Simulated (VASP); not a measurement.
# SnO in VASP: single point with PBE+D3(BJ)

Aim: the single point of SnO with PBE+D3(BJ).

Program: VASP 6.6.1. These are calculated values, not measurements. Logs are shortened: lines on timing, memory, paths and dates and some standing lists are left out, and cuts for length are marked.

## Step 1: The cell of the first run

The cell holds a slab with vacuum, 8 atoms: a = 3.820 Å, b = 3.820 Å, c = 22.226 Å, α = 90.00°, β = 90.00°, γ = 90.00°.

## Step 2: Single point, PBE+D3(BJ) (layers slid over each other)

Contents of INCAR:

```
  PREC = Accurate
  ENCUT = 520
  EDIFF = 1E-6
  ISMEAR = 0
  SIGMA = 0.05
  LREAL = False
  LASPH = True
  NELM = 100
  ALGO = Normal
  ISIF = 2
  LWAVE = False
  LCHARG = True
  LDIPOL = True
  IDIPOL = 3
  DIPOL = 0.5 0.5 0.404
  GGA = PE
  IVDW = 12
  LELF = True
  LVHAR = True
  LVACPOTAV = True
  NBANDS = 50
```

Contents of KPOINTS:

```
Automatic mesh
0
Gamma
  7 7 1
```

Contents of POSCAR:

```
SnO
1.0
    3.8201629585      0.0000000000      0.0000000000
    0.0000000000      3.8201629585      0.0000000000
    0.0000000000      0.0000000000     22.2260830948
Sn O
4 4
Direct
    0.7500000000      0.2500000000      0.2024648239
    0.2500000000      0.7500000000      0.3087832219
    0.5000000000      1.2500000000      0.5000000000
    1.0000000000      0.7500000000      0.6063183980
    0.2500000000      0.2500000000      0.2556240229
    0.7500000000      0.7500000000      0.2556240229
    1.0000000000      1.2500000000      0.5531591990
    0.5000000000      0.7500000000      0.5531591990
```

Potentials or basis: VASP PAW PBE potentials, release 64 (Sn_d, O).

The run is started by

```
cat potpaw_PBE.64/Sn_d/POTCAR potpaw_PBE.64/O/POTCAR > POTCAR
mpirun -np 1 vasp_std > vasp.out
```

OUTCAR:

```text
PREC = Accurate
   ENCUT = 520
   EDIFF = 1E-6
   ISMEAR = 0
   LREAL = False
   LASPH = True
   NELM = 100
   ISIF = 2
   GGA = PE
   IVDW = 12
 IVDW          = 12

 ion  position               nearest neighbor table
   1  0.750  0.250  0.202-   5 2.25   6 2.25   6 2.25   5 2.25   2 3.59   2 3.59   2 3.59   2 3.59

   2  0.250  0.750  0.309-   5 2.25   6 2.25   5 2.25   6 2.25   1 3.59   1 3.59   1 3.59   1 3.59

   3  0.500  0.250  0.500-   7 2.25   8 2.25   8 2.25   7 2.25   4 3.59   4 3.59   4 3.59   4 3.59

   4  0.000  0.750  0.606-   7 2.25   8 2.25   7 2.25   8 2.25   3 3.59   3 3.59   3 3.59   3 3.59

   5  0.250  0.250  0.256-   1 2.25   2 2.25   2 2.25   1 2.25
   6  0.750  0.750  0.256-   1 2.25   2 2.25   1 2.25   2 2.25
   7  0.000  0.250  0.553-   3 2.25   4 2.25   4 2.25   3 2.25
   8  0.500  0.750  0.553-   3 2.25   4 2.25   3 2.25   4 2.25

  LATTYP: Found a simple tetragonal cell.
 ALAT       =     3.8201629585
 C/A-ratio  =     5.8180981639

  Lattice vectors:

 A1 = (   3.8201629585,   0.0000000000,   0.0000000000)
 A2 = (   0.0000000000,   3.8201629585,   0.0000000000)
 A3 = (   0.0000000000,   0.0000000000,  22.2260830948)

Analysis of symmetry for initial positions (statically):
=====================================================================
 Subroutine PRICEL returns:
 Original cell was already a primitive cell.

 Routine SETGRP: Setting up the symmetry group for a
 simple tetragonal supercell.

 Subroutine GETGRP returns: Found  4 space group operations
 (whereof  1 operations were pure point group operations)
 out of a pool of 16 trial point group operations.

The static configuration has the point symmetry C_1 .
 The point group associated with its full space group is C_2h.

Analysis of symmetry for dynamics (positions and initial velocities):
=====================================================================
 Subroutine PRICEL returns:
 Original cell was already a primitive cell.

 Routine SETGRP: Setting up the symmetry group for a
 simple tetragonal supercell.

 Subroutine GETGRP returns: Found  4 space group operations
 (whereof  1 operations were pure point group operations)
 out of a pool of 16 trial point group operations.

The dynamic configuration has the point symmetry C_1 .
 The point group associated with its full space group is C_2h.

 Subroutine INISYM returns: Found  4 space group operations
 (whereof  1 operations are pure point group operations),
 and found     1 'primitive' translations

----------------------------------------------------------------------------------------

                                     Primitive cell

  volume of cell :     324.3596

  direct lattice vectors                    reciprocal lattice vectors
     3.820162959  0.000000000  0.000000000     0.261768938  0.000000000  0.000000000
     0.000000000  3.820162959  0.000000000     0.000000000  0.261768938  0.000000000
     0.000000000  0.000000000 22.226083095     0.000000000  0.000000000  0.044992183

  length of vectors
     3.820162959  3.820162959 22.226083095     0.261768938  0.261768938  0.044992183

  position of ions in fractional coordinates (direct lattice)
     0.750000000  0.250000000  0.202464824
     0.250000000  0.750000000  0.308783222
     0.500000000  0.250000000  0.500000000
     0.000000000  0.750000000  0.606318398
     0.250000000  0.250000000  0.255624023
     0.750000000  0.750000000  0.255624023
     0.000000000  0.250000000  0.553159199
     0.500000000  0.750000000  0.553159199

  ion indices of the primitive-cell ions
   primitive index   ion index
                 1           1
                 2           2
                 3           3
                 4           4
                 5           5
                 6           6
                 7           7
                 8           8

----------------------------------------------------------------------------------------

 KPOINTS: Automatic mesh

Automatic generation of k-mesh.
 Grid dimensions read from file:
 generate k-points for:    7    7    1

 Generating k-lattice:

  Cartesian coordinates                     Fractional coordinates (reciprocal lattice)
     0.037395563  0.000000000  0.000000000     0.142857143  0.000000000  0.000000000
     0.000000000  0.037395563  0.000000000     0.000000000  0.142857143  0.000000000
     0.000000000  0.000000000  0.044992183     0.000000000  0.000000000  1.000000000

  Length of vectors
     0.037395563  0.037395563  0.044992183

  Shift w.r.t. Gamma in fractional coordinates (k-lattice)
     0.000000000  0.000000000  0.000000000

 Subroutine IBZKPT returns following result:
 ===========================================

 Found     16 irreducible k-points:

 Following reciprocal coordinates:
            Coordinates               Weight
  0.000000  0.000000  0.000000      1.000000
  0.142857  0.000000  0.000000      2.000000
  0.000000  0.142857  0.000000      2.000000
  0.285714  0.000000  0.000000      2.000000
  0.000000  0.285714  0.000000      2.000000
  0.428571  0.000000  0.000000      2.000000
[... 8 lines left out ...]
 -0.285714  0.428571  0.000000      4.000000
  0.428571  0.428571  0.000000      4.000000
   k-points           NKPTS =     16   k-points in BZ     NKDIM =     16   number of bands    NBANDS=     50
   number of dos      NEDOS =    301   number of ions     NIONS =      8
   total plane-waves  NPLWV = 131712
   dimension x,y,z NGX =    28 NGY =   28 NGZ =  168
   dimension x,y,z NGXF=    56 NGYF=   56 NGZF=  336
   ions per type =               4   4
   NGX,Y,Z   is equivalent  to a cutoff of  12.19, 12.19, 12.57 a.u.
   NGXF,Y,Z  is equivalent  to a cutoff of  24.37, 24.37, 25.13 a.u.
 SYSTEM =  unknown system
   PREC   = accura    normal or accurate (medium, high low for compatibility)
   ISTART =      0    job   : 0-new  1-cont  2-samecut
   ICHARG =      2    charge: 1-file 2-atom 10-const
   ISPIN  =      1    spin polarized calculation?
   LNONCOLLINEAR =      F non collinear calculations
   LSORBIT =      F    spin-orbit coupling
   LASPH  =      T    aspherical Exc in radial PAW
   ENCUT  =  520.0 eV  38.22 Ry    6.18 a.u.   7.10  7.10 41.33*2*pi/ulx,y,z
   NELM   =    100;   NELMIN=  2; NELMDL= -5     # of ELM steps
   EDIFF  = 0.1E-05   stopping-criterion for ELM
   LREAL  =      F    real-space projection
   EDIFFG = 0.1E-04   stopping-criterion for IOM
   NSW    =      0    number of steps for IOM
   IBRION =     -1    ionic relax: 0-MD 1-quasi-New 2-CG
   NFREE  =      0    steps in history (QN), initial steepest desc. (CG)
   ISIF   =      2    stress and relaxation
   ISYM   =      2    0-nonsym 1-usesym 2-fastsym
   POTIM  = 0.5000    time-step for ionic-motion
   TEBEG  =    0.0;   TEEND  =   0.0 temperature during run
   PSTRESS=    0.0 pullay stress
   NELECT =      80.0000    total number of electrons
   NUPDOWN=      -1.0000    fix difference up-down
   EMIN   =  10.00;   EMAX   =-10.00  energy-range for DOS
   EFERMI =   0.00;   METHOD = LEGACY
   ISMEAR =     0;   SIGMA  =   0.05  broadening in eV -4-tet -1-fermi 0-gaus
   EFERMI_NEDOS =   21; number of points for ismear=-14 and -15
   IALGO  =     38    algorithm
   IMIX   =      4    mixing-type and parameters
     AMIX     =   0.40;   BMIX     =  1.00
     AMIX_MAG =   1.60;   BMIX_MAG =  1.00
  volume/ion in A,a.u.               =      40.54       273.61
  Fermi-wavevector in a.u.,A,eV,Ry     =   1.026666  1.940118 14.341132  1.054043
  Thomas-Fermi vector in A             =   2.160571
   LORBIT       =      0    0 simple, 1 ext, 2 COOP (PROOUT), +10 PAW based schemes
   GGA     = PE    functional components
   LHFCALC =     F    Hartree Fock is set to
   AEXX    =    0.0000 exact exchange contribution
   IVDW    =    12    specifies the selected vdW correction
   LEPSILON=     F    determine dielectric tensor
   LRPA    =     F    only Hartree local field effects (RPA)
 non-spin polarized calculation
 Gauss-broadening in eV      SIGMA  =   0.05
  energy-cutoff  :      520.00
  volume of cell :      324.36
 maximum number of plane-waves:      8769
   NGX = 15   NGY = 15   NGZ = 83

 dipolmoment           0.000000      0.000000      0.000060 electrons x Angstroem

 number of electron      79.9999970 magnetization

 dipolmoment           0.000000      0.000000     -0.000026 electrons x Angstroem

 Free energy of the ion-electron system (eV)
  ---------------------------------------------------
  ext. energy  EPLUGINS =         0.00000000
  ---------------------------------------------------
  free energy    TOTEN  =       -45.18429658 eV

  energy without entropy =      -45.18429658  energy(sigma->0) =      -45.18429658

 E-fermi :   0.0398     XC(G=0):  -5.3387

 val. band max:       -0.2376430848   @ k =   0.1429   0.0000   0.0000
 cond. band min:       2.3291029314   @ k =   0.0000   0.0000   0.0000
 fundamental gap:      2.5667460162
 Fermi energy:         0.0397618970

 k-point     1 :       0.0000    0.0000    0.0000
  band No.  band energies     occupation
      1     -21.0590      2.00000
      2     -21.0589      2.00000
      3     -20.6985      2.00000
      4     -20.6984      2.00000
      5     -20.6604      2.00000
      6     -20.6604      2.00000
[... 42 lines left out ...]
     49       5.1877      0.00000
     50       5.2277      0.00000

 k-point     2 :       0.1429    0.0000    0.0000
  band No.  band energies     occupation
      1     -21.0501      2.00000
      2     -21.0500      2.00000
      3     -20.6991      2.00000
      4     -20.6989      2.00000
      5     -20.6622      2.00000
      6     -20.6619      2.00000
[... 42 lines left out ...]
     49       5.4039      0.00000
     50       5.4700      0.00000

 k-point     3 :       0.0000    0.1429    0.0000
  band No.  band energies     occupation
      1     -21.0501      2.00000
      2     -21.0500      2.00000
      3     -20.6991      2.00000
      4     -20.6990      2.00000
      5     -20.6623      2.00000
      6     -20.6622      2.00000
[... 678 lines left out ...]
     49       5.8231      0.00000
     50       6.1217      0.00000

 k-point    16 :       0.4286    0.4286    0.0000
  band No.  band energies     occupation
      1     -20.9998      2.00000
      2     -20.9995      2.00000
      3     -20.9858      2.00000
      4     -20.9855      2.00000
      5     -20.6651      2.00000
      6     -20.6650      2.00000
[... 42 lines left out ...]
     49       6.0416      0.00000
     50       6.3124      0.00000

------------------------ aborting loop because EDIFF is reached ----------------------------------------

 Edisp (eV)   -1.23463

 E8    (eV) :    -0.5461

  FORCE on cell =-STRESS in cart. coord.  units (eV):
  Direction    XX          YY          ZZ          XY          YZ          ZX
  --------------------------------------------------------------------------------------
  -------------------------------------------------------------------------------------
  Total       0.13474     0.16508    -0.26424     0.00000     0.00000     0.11423
  in kB       0.66554     0.81540    -1.30521     0.00000     0.00000     0.56423
  external pressure =        0.06 kB  Pullay stress =        0.00 kB

 VOLUME and BASIS-vectors are now :
 -----------------------------------------------------------------------------
  energy-cutoff  :      520.00
  volume of cell :      324.36
      direct lattice vectors                 reciprocal lattice vectors
     3.820162959  0.000000000  0.000000000     0.261768938  0.000000000  0.000000000
     0.000000000  3.820162959  0.000000000     0.000000000  0.261768938  0.000000000
     0.000000000  0.000000000 22.226083095     0.000000000  0.000000000  0.044992183

 POSITION                                       TOTAL-FORCE (eV/Angst)
 -----------------------------------------------------------------------------------
      2.86512      0.95504      4.50000        -0.002269      0.000000     -0.080913
      0.95504      2.86512      6.86304        -0.007996     -0.000000      0.165520
      1.91008      0.95504     11.11304         0.007996     -0.000000     -0.165520
      0.00000      2.86512     13.47608         0.002269     -0.000000      0.080913
      0.95504      0.95504      5.68152         0.004622     -0.000000      0.009316
      2.86512      2.86512      5.68152        -0.013571      0.000000      0.009579
      0.00000      0.95504     12.29456         0.013571     -0.000000     -0.009579
      1.91008      2.86512     12.29456        -0.004622      0.000000     -0.009316
 -----------------------------------------------------------------------------------
    total drift:                               -0.000000      0.000000     -0.001225

  FREE ENERGIE OF THE ION-ELECTRON SYSTEM (eV)
  ---------------------------------------------------
  free  energy   TOTEN  =       -46.4189283767 eV

  energy  without entropy=      -46.4189283767  energy(sigma->0) =      -46.41892838

 vacuum level on the upper side and lower side of the slab         4.923         4.923
```

Wall time 3 min (1 thread of Intel Xeon 6975P-C (Granite Rapids), shared host); peak memory 0.44 GiB.

Results:

| Quantity | Value |
| --- | --- |
| Free energy | -46.4189 eV |
| Largest force | 0.166 eV/Å |
| Band gap on the k mesh | 2.57 eV (least direct gap 2.59 eV) |
| Dispersion energy per atom | -0.154 eV |

Forces in eV/Å, atoms in the order of the input:
```
Sn  -0.002  0.000 -0.081
Sn  -0.008  0.000  0.166
Sn   0.008  0.000 -0.166
Sn   0.002  0.000  0.081
O    0.005  0.000  0.009
O   -0.014  0.000  0.010
O    0.014  0.000 -0.010
O   -0.005  0.000 -0.009
```

Caveat: the cell differs from its parent crystal (layers slid over each other); spin-orbit coupling is left out, which moves the levels of the heavy elements.
